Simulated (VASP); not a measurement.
# SiC (F-43m) in VASP: further runs

The runs below take SiC through single point, with PBE.

Everything below comes from runs of VASP 6.6.1. Logs are shortened: lines on timing, memory, paths and dates and some standing lists are left out, and cuts for length are marked.

**1. The cell of the first run**

It takes space group F-43m (No. 216, cubic). The conventional cell has a = 4.380 Å, b = 4.380 Å, c = 4.380 Å, α = 90.00°, β = 90.00°, γ = 90.00°. Within 2.5 Å of Si (site symmetry -43m) lie 4 C at 1.90 Å. Within 2.5 Å of C (site symmetry -43m) lie 4 Si at 1.90 Å.

**2. Single point, PBE**

Input file INCAR:

```
PREC = Accurate
ENCUT = 520
EDIFF = 1E-7
ISMEAR = 0
SIGMA = 0.01
LREAL = Auto
LASPH = True
NELM = 80
ALGO = Normal
ISIF = 2
LWAVE = False
LCHARG = False
GGA = PE
NBANDS = 86
```

Input file KPOINTS:

```
Automatic mesh
0
Gamma
  1 1 1
```

Input file POSCAR:

```
SiC
1.0
    4.3797259441      4.3797259441      4.3797259441
   -4.3797259441     -4.3797259441      4.3797259441
    4.3797259441     -4.3797259441     -4.3797259441
Si C
16 16
Direct
    0.2500000000      0.2500000000      0.7500000000
    0.5000000000      0.0000000000      0.7500000000
    0.2500000000      0.5000000000      0.5000000000
    0.5000000000      0.2500000000      0.5000000000
    0.7500000000      0.0000000000      0.5000000000
    0.7500000000      0.7500000000      0.7500000000
    0.0000000000      0.5000000000      0.7500000000
    0.2500000000      0.0000000000      0.0000000000
    0.2500000000      0.7500000000      0.2500000000
    0.5000000000      0.5000000000      0.2500000000
    0.7500000000      0.2500000000      0.2500000000
    0.0000000000      0.0000000000      0.2500000000
    0.0000000000      0.7500000000      0.5000000000
    0.5000000000      0.7500000000      0.0000000000
    0.7500000000      0.5000000000      0.0000000000
    0.0000000000      0.2500000000      0.0000000000
    0.2500000000      0.2500000000      0.5000000000
    0.5000000000      0.0000000000      0.5000000000
    0.2500000000      0.5000000000      0.2500000000
    0.5000000000      0.2500000000      0.2500000000
    0.7500000000      0.0000000000      0.2500000000
    0.7500000000      0.7500000000      0.5000000000
    0.0000000000      0.5000000000      0.5000000000
    0.2500000000      1.0000000000      0.7500000000
    0.2500000000      0.7500000000      0.0000000000
    0.5000000000      0.5000000000      0.0000000000
    0.7500000000      0.2500000000      0.0000000000
    0.0000000000      0.0000000000      0.0000000000
    0.0000000000      0.7500000000      0.2500000000
    0.5000000000      0.7500000000      0.7500000000
    0.7500000000      0.5000000000      0.7500000000
    0.0000000000      0.2500000000      0.7500000000
```

Potentials or basis: VASP PAW PBE potentials, release 64 (Si, C).

Launch:

```bash
> cat potpaw_PBE.64/Si/POTCAR potpaw_PBE.64/C/POTCAR > POTCAR
> mpirun -np 1 vasp_gam > vasp.out
```

OUTCAR:

```text
PREC = Accurate
   ENCUT = 520
   EDIFF = 1E-7
   ISMEAR = 0
   LREAL = Auto
   LASPH = True
   NELM = 80
   ISIF = 2
   GGA = PE

 ion  position               nearest neighbor table
   1  0.250  0.250  0.750-  17 1.90  24 1.90  26 1.90  32 1.90   8 3.10  10 3.10  16 3.10   2 3.10
                             3 3.10   4 3.10   7 3.10  12 3.10  14 3.10  15 3.10  13 3.10   5 3.10
   2  0.500  0.000  0.750-  18 1.90  24 1.90  27 1.90  30 1.90   8 3.10  11 3.10  14 3.10   1 3.10
                             4 3.10   5 3.10   6 3.10   9 3.10  16 3.10  15 3.10   3 3.10  13 3.10
   3  0.250  0.500  0.500-  17 1.90  19 1.90  23 1.90  30 1.90  10 3.10  13 3.10  14 3.10   1 3.10
                             4 3.10   7 3.10   9 3.10  16 3.10   2 3.10   6 3.10  12 3.10  11 3.10
   4  0.500  0.250  0.500-  17 1.90  18 1.90  20 1.90  31 1.90  10 3.10  11 3.10  15 3.10   1 3.10
                             2 3.10   3 3.10   5 3.10   8 3.10   6 3.10   7 3.10   9 3.10  12 3.10
   5  0.750  0.000  0.500-  18 1.90  21 1.90  22 1.90  32 1.90  12 3.10  13 3.10  16 3.10   2 3.10
                             4 3.10   6 3.10  11 3.10  14 3.10   7 3.10   1 3.10  10 3.10   9 3.10
   6  0.750  0.750  0.750-  22 1.90  28 1.90  30 1.90  31 1.90  13 3.10  14 3.10  15 3.10   2 3.10
                             5 3.10   7 3.10  12 3.10  10 3.10  16 3.10   8 3.10   4 3.10   3 3.10
   7  0.000  0.500  0.750-  23 1.90  25 1.90  31 1.90  32 1.90  13 3.10  15 3.10  16 3.10   1 3.10
                             3 3.10   6 3.10   9 3.10  11 3.10  14 3.10   8 3.10   5 3.10   4 3.10
   8  0.250  0.000  0.000-  20 1.90  24 1.90  25 1.90  28 1.90  12 3.10  14 3.10  16 3.10   1 3.10
                             2 3.10   4 3.10   9 3.10  13 3.10  10 3.10  11 3.10   7 3.10   6 3.10
   9  0.250  0.750  0.250-  18 1.90  19 1.90  25 1.90  29 1.90  12 3.10  13 3.10  14 3.10   2 3.10
[... 17 lines left out ...]
  19  0.250  0.500  0.250-   3 1.90   9 1.90  10 1.90  16 1.90
  20  0.500  0.250  0.250-   4 1.90   8 1.90  10 1.90  11 1.90
  21  0.750  0.000  0.250-   5 1.90  11 1.90  12 1.90  14 1.90
  22  0.750  0.750  0.500-   5 1.90   6 1.90  10 1.90  13 1.90
[... 8 lines left out ...]
  31  0.750  0.500  0.750-   4 1.90   6 1.90   7 1.90  15 1.90
  32  0.000  0.250  0.750-   1 1.90   5 1.90   7 1.90  16 1.90

  LATTYP: Found a body centered cubic cell.
 ALAT       =     8.7594518882

  Lattice vectors:

 A1 = (   4.3797259441,   4.3797259441,   4.3797259441)
 A2 = (  -4.3797259441,  -4.3797259441,   4.3797259441)
 A3 = (   4.3797259441,  -4.3797259441,  -4.3797259441)

Analysis of symmetry for initial positions (statically):
=====================================================================
 Subroutine PRICEL returns following result:

  LATTYP: Found a face centered cubic cell.
 ALAT       =     4.3797259441

  Lattice vectors:

 A1 = (  -2.1898629720,  -2.1898629720,   0.0000000000)
 A2 = (  -2.1898629720,   0.0000000000,  -2.1898629720)
 A3 = (   0.0000000000,  -2.1898629720,  -2.1898629720)

  16 primitive cells build up your supercell.

[... 121 lines left out ...]
   EFERMI =   0.00;   METHOD = LEGACY
   ISMEAR =     0;   SIGMA  =   0.01  broadening in eV -4-tet -1-fermi 0-gaus
   EFERMI_NEDOS =   21; number of points for ismear=-14 and -15
   IALGO  =     38    algorithm
   IMIX   =      4    mixing-type and parameters
     AMIX     =   0.40;   BMIX     =  1.00
     AMIX_MAG =   1.60;   BMIX_MAG =  1.00
  volume/ion in A,a.u.               =      10.50        70.87
  Fermi-wavevector in a.u.,A,eV,Ry     =   1.186710  2.242556 19.160817  1.408280
  Thomas-Fermi vector in A             =   2.322877
   LORBIT       =      0    0 simple, 1 ext, 2 COOP (PROOUT), +10 PAW based schemes
   GGA     = PE    functional components
   LHFCALC =     F    Hartree Fock is set to
   AEXX    =    0.0000 exact exchange contribution
   IVDW    =     0    specifies the selected vdW correction
   LEPSILON=     F    determine dielectric tensor
   LRPA    =     F    only Hartree local field effects (RPA)
 non-spin polarized calculation
 Gauss-broadening in eV      SIGMA  =   0.01
  energy-cutoff  :      520.00
  volume of cell :      336.05
 maximum number of plane-waves:      4475
   NGX = 29   NGY = 29   NGZ = 29

 number of electron     127.9999986 magnetization

 Free energy of the ion-electron system (eV)
  ---------------------------------------------------
  ext. energy  EPLUGINS =         0.00000000
  ---------------------------------------------------
  free energy    TOTEN  =      -236.98123801 eV

  energy without entropy =     -236.98123801  energy(sigma->0) =     -236.98123801

 E-fermi :   8.0948     XC(G=0): -11.2621

 val. band max:        8.0401656416   @ k =   0.0000   0.0000   0.0000
 cond. band min:       9.3365201180   @ k =   0.0000   0.0000   0.0000
 fundamental gap:      1.2963544764
 Fermi energy:         8.0947753812

 k-point     1 :       0.0000    0.0000    0.0000
  band No.  band energies     occupation
      1      -7.2897      2.00000
      2      -4.2935      2.00000
      3      -4.2935      2.00000
      4      -4.2935      2.00000
      5      -4.2935      2.00000
      6      -4.2935      2.00000
[... 68 lines left out ...]
     75      13.4487      0.00000
     76      13.4487      0.00000
 [bands above 76 left out]

------------------------ aborting loop because EDIFF is reached ----------------------------------------

  FORCE on cell =-STRESS in cart. coord.  units (eV):
  Direction    XX          YY          ZZ          XY          YZ          ZX
  --------------------------------------------------------------------------------------
  -------------------------------------------------------------------------------------
  Total        3.1408027      3.1408027      3.1408027      0.0000000      0.0000000     -0.0000000
  in kB       14.9744350     14.9744350     14.9744350      0.0000000      0.0000000     -0.0000000
  external PRESSURE =      14.9744350 kB  Pullay stress =       0.0000000 kB

 VOLUME and BASIS-vectors are now :
 -----------------------------------------------------------------------------
  energy-cutoff  :      520.00
  volume of cell :      336.05
      direct lattice vectors                 reciprocal lattice vectors
     4.379725944  4.379725944  4.379725944     0.114162394  0.000000000  0.114162394
    -4.379725944 -4.379725944  4.379725944     0.000000000 -0.114162394  0.114162394
     4.379725944 -4.379725944 -4.379725944     0.114162394 -0.114162394  0.000000000

 POSITION                                       TOTAL-FORCE (eV/Angst)
 -----------------------------------------------------------------------------------
      3.28479     -3.28479     -1.09493        -0.000000     -0.000000     -0.000000
      5.47466     -1.09493     -1.09493        -0.000000      0.000000      0.000000
      1.09493     -3.28479      1.09493        -0.000000      0.000000     -0.000000
      3.28479     -1.09493      1.09493         0.000000      0.000000     -0.000000
      5.47466      1.09493      1.09493        -0.000000      0.000000     -0.000000
      3.28479     -3.28479      3.28479        -0.000000      0.000000     -0.000000
[... 24 lines left out ...]
      4.37973     -2.18986      2.18986         0.000000     -0.000000      0.000000
      2.18986     -4.37973     -2.18986         0.000000     -0.000000      0.000000
 -----------------------------------------------------------------------------------
    total drift:                               -0.000009      0.000009     -0.000009

  FREE ENERGIE OF THE ION-ELECTRON SYSTEM (eV)
  ---------------------------------------------------
  free  energy   TOTEN  =      -236.9812380137 eV

  energy  without entropy=     -236.9812380137  energy(sigma->0) =     -236.98123801
```

stdout:

```text
POSCAR found type information on POSCAR SiC
 POSCAR found :  2 types and      32 ions
 scaLAPACK will be used
 LDA part: xc-table for (Slater+PW92), standard interpolation
 POSCAR, INCAR and KPOINTS ok, starting setup
 FFT: planning ... GRIDC
 FFT: planning ... GRID_SOFT
 FFT: planning ... GRID
 WAVECAR not read
 entering main loop
```

Wall time 47 s (1 thread of Intel Xeon 6975P-C (Granite Rapids), shared host); peak memory 0.38 GiB.

Results:

- Free energy: -236.9812 eV
- Pressure: 1.5 GPa
- Band gap on the k mesh: 1.30 eV

Caveat: the k points lie up to 1.01 Å⁻¹ apart. A k mesh can miss the band edges.

**3. Single point, PBE**

This run uses another cell than the first one: it holds 8 atoms, not 32.

Input file INCAR:

```
SYSTEM = SiC
PREC = Accurate ; ENCUT = 520
EDIFF = 1E-7 ; ISMEAR = 0
SIGMA = 0.01 ; LREAL = .False.
LASPH = .True. ; NELM = 80
ALGO = Normal ; ISIF = 2
LWAVE = .False. ; LCHARG = .False.
GGA = PE ; NBANDS = 26
```

Input file KPOINTS:

```
regular mesh
0
Gamma
  3 3 3
  0 0 0
```

Input file POSCAR:

```
SiC
1.0
   -4.3797259407      0.0000000000      0.0000000000
    0.0000000000      4.3797259407      0.0000000000
    0.0000000000      0.0000000000     -4.3797259407
Si C
4 4
Direct
    0.2500000000      0.2500000000      0.2500000000
    0.7500000000      0.7500000000      0.2500000000
    0.7500000000      0.2500000000      0.7500000000
    0.2500000000      0.7500000000      0.7500000000
    0.5000000000      0.5000000000      0.0000000000
    0.0000000000      0.0000000000      0.0000000000
    1.0000000000      0.5000000000      0.5000000000
    0.5000000000      0.0000000000      0.5000000000
```

Potentials or basis: VASP PAW PBE potentials, release 64 (Si, C).

Launch:

```bash
> cat potpaw_PBE.64/Si/POTCAR potpaw_PBE.64/C/POTCAR > POTCAR
> mpirun -np 1 vasp_std > vasp.out
```

Run time: 25 s. Hardware: 1 thread of Intel Xeon 8259CL, shared host; peak memory 0.19 GiB.

The run converged. Its results:

- Free energy: -60.1970 eV
- Pressure: 0.0 GPa
- Band gap on the k mesh: 1.36 eV

Levels at points of the mesh, in eV from the valence-band top:
| k point | band 14 | band 15 | band 16 | band 17 | band 18 | band 19 |
| --- | --- | --- | --- | --- | --- | --- |
| (0.00, 0.00, 0.00) | 0.00 | 0.00 | 0.00 | 1.36 | 1.36 | 1.36 |

Caveat: the k points lie up to 0.48 Å⁻¹ apart.
